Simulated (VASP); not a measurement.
# GeW (Fm-3m) in VASP: settings compared, part 2 of 2

VASP 6.6.1.

## 3. Single point, LDA

File INCAR:

```
PREC     = Accurate       # precision mode
ENCUT    = 520            # plane-wave cutoff, eV
EDIFF    = 1E-6           # SCF threshold, eV
ISMEAR   = -1             # smearing method
SIGMA    = 0.05           # smearing width, eV
LREAL    = F              # projectors in reciprocal space
LASPH    = T              # aspherical terms in the spheres
NELM     = 80             # most SCF steps
ALGO     = Normal         # electronic algorithm
ISIF     = 2              # what is computed and relaxed
LWAVE    = F              # write WAVECAR
LCHARG   = T              # write CHGCAR
GGA      = CA             # functional
LELF     = T              # ELF
LVHAR    = T            
NBANDS   = 21             # bands
```

File KPOINTS:

```
regular mesh
0
Gamma
  9 9 9
```

File POSCAR:

```
GeW
1.0
    0.0000000000      2.5776100000      2.5776100000
    2.5776100000      0.0000000000      2.5776100000
    2.5776100000      2.5776100000      0.0000000000
Ge W
1 1
Direct
    0.5000000000      0.5000000000      0.5000000000
    0.0000000000      0.0000000000      0.0000000000
```

Potentials or basis: VASP PAW LDA potentials, release 64 (Ge_d, W_sv).

Started as:

```bash
$ cat potpaw_LDA.64/Ge_d/POTCAR potpaw_LDA.64/W_sv/POTCAR > POTCAR
$ mpirun -np 1 vasp_std > vasp.out
```

OUTCAR:

```text
PREC = Accurate
   ENCUT = 520
   EDIFF = 1E-6
   ISMEAR = -1
   LREAL = F
   LASPH = T
   NELM = 80
   ISIF = 2
   GGA = CA

 ion  position               nearest neighbor table
   1  0.500  0.500  0.500-   2 2.58   2 2.58   2 2.58   2 2.58   2 2.58   2 2.58
   2  0.000  0.000  0.000-   1 2.58   1 2.58   1 2.58   1 2.58   1 2.58   1 2.58

  LATTYP: Found a face centered cubic cell.
 ALAT       =     5.1552200000

  Lattice vectors:

 A1 = (   0.0000000000,   2.5776100000,   2.5776100000)
 A2 = (   2.5776100000,   0.0000000000,   2.5776100000)
 A3 = (   2.5776100000,   2.5776100000,   0.0000000000)

Analysis of symmetry for initial positions (statically):
=====================================================================
 Subroutine PRICEL returns:
 Original cell was already a primitive cell.

 Routine SETGRP: Setting up the symmetry group for a
 face centered cubic supercell.

 Subroutine GETGRP returns: Found 48 space group operations
 (whereof 48 operations were pure point group operations)
 out of a pool of 48 trial point group operations.

The static configuration has the point symmetry O_h .

Analysis of symmetry for dynamics (positions and initial velocities):
=====================================================================
 Subroutine PRICEL returns:
 Original cell was already a primitive cell.

 Routine SETGRP: Setting up the symmetry group for a
 face centered cubic supercell.

 Subroutine GETGRP returns: Found 48 space group operations
 (whereof 48 operations were pure point group operations)
 out of a pool of 48 trial point group operations.

The dynamic configuration has the point symmetry O_h .

 Subroutine INISYM returns: Found 48 space group operations
 (whereof 48 operations are pure point group operations),
 and found     1 'primitive' translations

----------------------------------------------------------------------------------------
[... 102 lines left out ...]
   TEBEG  =    0.0;   TEEND  =   0.0 temperature during run
   PSTRESS=    0.0 pullay stress
   NELECT =      28.0000    total number of electrons
   NUPDOWN=      -1.0000    fix difference up-down
   EMIN   =  10.00;   EMAX   =-10.00  energy-range for DOS
   EFERMI =   0.00;   METHOD = LEGACY
   ISMEAR =    -1;   SIGMA  =   0.05  broadening in eV -4-tet -1-fermi 0-gaus
   EFERMI_NEDOS =   21; number of points for ismear=-14 and -15
   IALGO  =     38    algorithm
   IMIX   =      4    mixing-type and parameters
     AMIX     =   0.40;   BMIX     =  1.00
     AMIX_MAG =   1.60;   BMIX_MAG =  1.00
  volume/ion in A,a.u.               =      17.13       115.57
  Fermi-wavevector in a.u.,A,eV,Ry     =   1.530736  2.892672 31.880529  2.343153
  Thomas-Fermi vector in A             =   2.638178
   LORBIT       =      0    0 simple, 1 ext, 2 COOP (PROOUT), +10 PAW based schemes
   GGA     = CA    functional components
   LHFCALC =     F    Hartree Fock is set to
   AEXX    =    0.0000 exact exchange contribution
   IVDW    =     0    specifies the selected vdW correction
   LEPSILON=     F    determine dielectric tensor
   LRPA    =     F    only Hartree local field effects (RPA)
 non-spin polarized calculation
  energy-cutoff  :      520.00
  volume of cell :       34.25
 maximum number of plane-waves:       944
   NGX = 13   NGY = 13   NGZ = 13

 number of electron      27.9999991 magnetization

 Free energy of the ion-electron system (eV)
  ---------------------------------------------------
  ext. energy  EPLUGINS =         0.00000000
  ---------------------------------------------------
  free energy    TOTEN  =       -17.65837586 eV

  energy without entropy =      -17.63386384  energy(sigma->0) =      -17.64611985

 E-fermi :   8.8271     XC(G=0): -12.6597

 val. band max:        8.7994706105   @ k =  -0.3333   0.3333   0.1111
 cond. band min:       8.8282890410   @ k =   0.3333   0.1111   0.0000
 fundamental gap:      0.0288184304
 Fermi energy:         8.8270718755

 k-point     1 :       0.0000    0.0000    0.0000
  band No.  band energies     occupation
      1     -65.2135      2.00000
      2     -29.6447      2.00000
      3     -29.6447      2.00000
      4     -29.6447      2.00000
      5     -15.6909      2.00000
      6     -15.6909      2.00000
[... 565 lines left out ...]
     20      20.7857      0.00000
     21      23.6297      0.00000

 [... further k-points ...]
[... 5 lines left out ...]
  --------------------------------------------------------------------------------------
  -------------------------------------------------------------------------------------
  Total       -1.8689535     -1.8689535     -1.8689535     -0.0000000      0.0000000      0.0000000
  in kB      -87.4233509    -87.4233509    -87.4233509     -0.0000000      0.0000000      0.0000000
  external PRESSURE =     -87.4233509 kB  Pullay stress =       0.0000000 kB

 VOLUME and BASIS-vectors are now :
 -----------------------------------------------------------------------------
  energy-cutoff  :      520.00
  volume of cell :       34.25
      direct lattice vectors                 reciprocal lattice vectors
     0.000000000  2.577610000  2.577610000    -0.193978143  0.193978143  0.193978143
     2.577610000  0.000000000  2.577610000     0.193978143 -0.193978143  0.193978143
     2.577610000  2.577610000  0.000000000     0.193978143  0.193978143 -0.193978143

 POSITION                                       TOTAL-FORCE (eV/Angst)
 -----------------------------------------------------------------------------------
      2.57761      2.57761      2.57761         0.000000      0.000000      0.000000
      0.00000      0.00000      0.00000         0.000000      0.000000     -0.000000
 -----------------------------------------------------------------------------------
    total drift:                                0.000000      0.000000      0.000000

  FREE ENERGIE OF THE ION-ELECTRON SYSTEM (eV)
  ---------------------------------------------------
  free  energy   TOTEN  =       -17.6583758641 eV

  energy  without entropy=      -17.6338638401  energy(sigma->0) =      -17.64611985
```

stdout:

```text
POSCAR found type information on POSCAR GeW
 POSCAR found :  2 types and       2 ions
 scaLAPACK will be used
 LDA part: xc-table for (Slater(with rela. corr.)+CA(PZ))
 , standard interpolation
 POSCAR, INCAR and KPOINTS ok, starting setup
 FFT: planning ... GRIDC
 FFT: planning ... GRID_SOFT
 FFT: planning ... GRID
 WAVECAR not read
 entering main loop
```

Wall time 9.8 s (1 thread of Intel Xeon 6975P-C (Granite Rapids), shared host); peak memory 0.15 GiB.

Results:

```yaml
Free_energy: -17.6584 eV
Pressure: -8.7 GPa
Band_gap_on_the_k_mesh: zero (band 14 reaches 9.37 eV, above the bottom of band 15 at 7.67 eV)
```

Caveat: spin-orbit coupling is left out, which moves the levels of the heavy elements.

## 4. Single point, PBEsol

File INCAR:

```
SYSTEM = GeW
PREC = Accurate ; ENCUT = 520
EDIFF = 1E-6 ; ISMEAR = -1
SIGMA = 0.05 ; LREAL = .False.
LASPH = .True. ; NELM = 100
ALGO = Normal ; ISIF = 2
LWAVE = .False. ; LCHARG = .False.
GGA = PS ; NBANDS = 21
```

File KPOINTS:

```
Automatic mesh
0
Gamma
  9 9 9
  0 0 0
```

POSCAR is that of step 3.

Potentials or basis: VASP PAW PBE potentials, release 64 (Ge_d, W_sv).

Started as:

```bash
$ cat potpaw_PBE.64/Ge_d/POTCAR potpaw_PBE.64/W_sv/POTCAR > POTCAR
$ mpirun -np 1 vasp_std > vasp.out
```

It took 10 s on 1 thread of Intel Xeon 6975P-C (Granite Rapids), shared host; peak memory 0.17 GiB.

The run converged. Its results:

```yaml
Free_energy: -17.0517 eV
Pressure: -5.5 GPa
Band_gap_on_the_k_mesh: zero (band 14 reaches 9.42 eV, above the bottom of band 15 at 7.73 eV)
```

Levels at points of the mesh, in eV from the Fermi level:
| k point | band 12 | band 13 | band 14 | band 15 | band 16 | band 17 |
| --- | --- | --- | --- | --- | --- | --- |
| (0.00, 0.00, 0.00) | -1.61 | -1.61 | -0.86 | -0.86 | 2.44 | 2.44 |

Caveat: the PAW data sets were made with another functional, which shifts forces and pressure a little; spin-orbit coupling is left out, which moves the levels of the heavy elements.

## 5. Single point, PBE+U

File INCAR:

```
SYSTEM = GeW
PREC = Accurate
ENCUT = 520
EDIFF = 1E-6
ISMEAR = -1
SIGMA = 0.05
LREAL = .False.
LASPH = .True.
NELM = 150
ALGO = Normal
ISIF = 2
LWAVE = .False.
LCHARG = .False.
LMAXMIX = 4
LDAU = .True.
LDAUTYPE = 2
LDAUL = -1 2
LDAUU = 0 1
LDAUJ = 0 0
LDAUPRINT = 1
GGA = PE
NBANDS = 21
```

File KPOINTS:

```
regular mesh
0
Gamma
  9 9 9
  0 0 0
```

File POSCAR:

```
GeW
1.0
    0.0000000000      2.5783793629      2.5783793629
    2.5783793629      0.0000000000      2.5783793629
    2.5783793629      2.5783793629      0.0000000000
Ge W
1 1
Direct
    0.5000000000      0.5000000000      0.5000000000
    0.0000000000      0.0000000000      0.0000000000
```

Started as:

```bash
$ cat potpaw_PBE.64/Ge_d/POTCAR potpaw_PBE.64/W_sv/POTCAR > POTCAR
$ mpirun -np 1 vasp_std > vasp.out
```

Wall time 10 s (1 thread of Intel Xeon 6975P-C (Granite Rapids), shared host); peak memory 0.17 GiB.

Results (log left out):

```yaml
Free_energy: -14.5908 eV
Pressure: 1.1 GPa
Band_gap_on_the_k_mesh: zero (band 14 reaches 9.63 eV, above the bottom of band 15 at 7.94 eV)
```

Levels at points of the mesh, in eV from the Fermi level:
| k point | band 11 | band 12 | band 13 | band 14 | band 15 | band 16 | band 17 | band 18 |
| --- | --- | --- | --- | --- | --- | --- | --- | --- |
| (0.00, 0.00, 0.00) | -1.59 | -1.59 | -1.59 | -0.91 | -0.91 | 2.37 | 2.37 | 2.37 |

Eigenvalues of the final occupation matrices:
```csv
site,spin,trace,eigenvalues
site 2 d,1,1.72,0.31 0.31 0.31 0.39 0.39
site 2 d,2,1.72,0.31 0.31 0.31 0.39 0.39
```

Caveat: spin-orbit coupling is left out, which moves the levels of the heavy elements; U without spin polarisation on a metal has little footing; the U is typed as a test and isn't derived for this compound.

## 6. Single point, PBE+U

File INCAR:

```
SYSTEM = GeW
  PREC = Accurate
  ENCUT = 520
  EDIFF = 1E-6
  ISMEAR = -1
  SIGMA = 0.05
  LREAL = .False.
  LASPH = .True.
  NELM = 150
  ALGO = Normal
  ISIF = 2
  LWAVE = .False.
  LCHARG = .False.
  LMAXMIX = 4
  LDAU = .True.
  LDAUTYPE = 2
  LDAUL = -1 2
  LDAUU = 0 2
  LDAUJ = 0 0
  LDAUPRINT = 1
  GGA = PE
  NBANDS = 21
```

KPOINTS is that of step 5.

File POSCAR:

```
GeW
1.0
    0.0000000000      2.5782147236      2.5782147236
    2.5782147236      0.0000000000      2.5782147236
    2.5782147236      2.5782147236      0.0000000000
Ge W
1 1
Direct
    0.5000000000      0.5000000000      0.5000000000
    0.0000000000      0.0000000000      0.0000000000
```

Potentials or basis: VASP PAW PBE potentials, release 64 (Ge_d, W_sv).

Started as:

```bash
$ cat potpaw_PBE.64/Ge_d/POTCAR potpaw_PBE.64/W_sv/POTCAR > POTCAR
$ mpirun -np 1 vasp_std > vasp.out
```

It took 12 s on 1 thread of Intel Xeon 6975P-C (Granite Rapids), shared host; peak memory 0.17 GiB.

Results (log left out):

```
Free energy            : -13.4711 eV
Pressure               : 2.0 GPa
Band gap on the k mesh : zero (band 14 reaches 9.69 eV, above the bottom of band 15 at 8.00 eV)
```

Levels at points of the mesh, in eV from the Fermi level:
```
           k point  band 11  band 12  band 13  band 14  band 15  band 16  band 17  band 18
(0.00, 0.00, 0.00)    -1.58    -1.58    -1.58    -0.95    -0.95     2.31     2.31     2.31
```

Eigenvalues of the final occupation matrices:
```tsv
site	spin	trace	eigenvalues
site 2 d	1	1.71	0.31 0.31 0.31 0.39 0.39
site 2 d	2	1.71	0.31 0.31 0.31 0.39 0.39
```

Caveat: spin-orbit coupling is left out, which moves the levels of the heavy elements; U without spin polarisation on a metal has little footing; the U is typed as a test and isn't derived for this compound.

## 7. Overview

```csv
level,potentials or basis,U,cell,gap on the mesh (eV),pressure (GPa)
PBE,"VASP PAW PBE potentials, release 64 (Ge_d, W_sv)",-,"a = 3.647 Å, angles 60.0°, 2 atoms",none,0.2
LDA,"VASP PAW LDA potentials, release 64 (Ge_d, W_sv)",-,"a = 3.645 Å, angles 60.0°, 2 atoms",none,-8.7
PBEsol,"VASP PAW PBE potentials, release 64 (Ge_d, W_sv)",-,"a = 3.645 Å, angles 60.0°, 2 atoms",none,-5.5
PBE+U,"VASP PAW PBE potentials, release 64 (Ge_d, W_sv)",W d U = 1.0 eV,"a = 3.646 Å, angles 60.0°, 2 atoms",none,1.1
PBE+U,"VASP PAW PBE potentials, release 64 (Ge_d, W_sv)",W d U = 2.0 eV,"a = 3.646 Å, angles 60.0°, 2 atoms",none,2.0
```

Alike in all rows: task single point; no spin polarisation; k mesh 9 × 9 × 9; cutoff (eV) 520; smearing fermi-dirac 0.05 eV.

Caveats: spin-orbit coupling is left out, which moves the levels of the heavy elements; U without spin polarisation on a metal has little footing (some runs); the U is typed as a test and isn't derived for this compound (some runs); the PAW data sets were made with another functional, which shifts forces and pressure a little (some runs).

Total energies depend on the potentials used, so only differences within one code and one set of settings carry meaning.
